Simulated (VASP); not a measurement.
A run of VASP 6.6.1 is set up as follows.

Contents of POSCAR:

```
KI
1.0
    4.2911966600      0.0000000000      0.0000000000
    0.0000000000      4.2911966600      0.0000000000
    0.0000000000      0.0000000000      4.2911966600
I K
1 1
Direct
    0.5000000000      0.5000000000      0.5000000000
    0.0000000000      0.0000000000      0.0000000000
```

The input INCAR.step1:

```
PREC = Accurate
ENCUT = 520
EDIFF = 1E-5
ISMEAR = -1
SIGMA = 0.05
LREAL = F
LASPH = T
NELM = 80
ALGO = Normal
ISIF = 2
LWAVE = T
NBANDS = 15
GGA = PE
```

Contents of INCAR.step2:

```
PREC = Accurate
ENCUT = 520
EDIFF = 1E-6
ISMEAR = -1
SIGMA = 0.05
LREAL = F
LASPH = T
NELM = 80
ALGO = Normal
ISIF = 2
LWAVE = F
LCHARG = T
GGA = PE
LHFCALC = T
AEXX = 0.2
HFSCREEN = 0.2
PRECFOCK = Normal
LELF = T
LVHAR = T
NBANDS = 15
ISTART = 1
```

File KPOINTS:

```
Automatic mesh
0
Gamma
  3 3 3
```

Potentials or basis: VASP PAW PBE potentials, release 64 (I, K_sv).

Run with:

```console
$ cat potpaw_PBE.64/I/POTCAR potpaw_PBE.64/K_sv/POTCAR > POTCAR
$ cp INCAR.step1 INCAR
$ mpirun -np 1 vasp_std > vasp.out
$ cp INCAR.step2 INCAR
$ mpirun -np 1 vasp_std > vasp.out
```

(1) Predict the pressure.

(2) What does it give for the band gap on the k mesh?

Results:

(1) 0.6 GPa.

(2) 4.26 eV (least direct gap 4.51 eV).

Caveat: the k points lie up to 0.49 Å⁻¹ apart; the PAW data sets were made with another functional, which shifts forces and pressure a little; spin-orbit coupling is left out, which moves the levels of the heavy elements; an odd mesh through Γ misses points on the zone boundary, where band edges can lie.
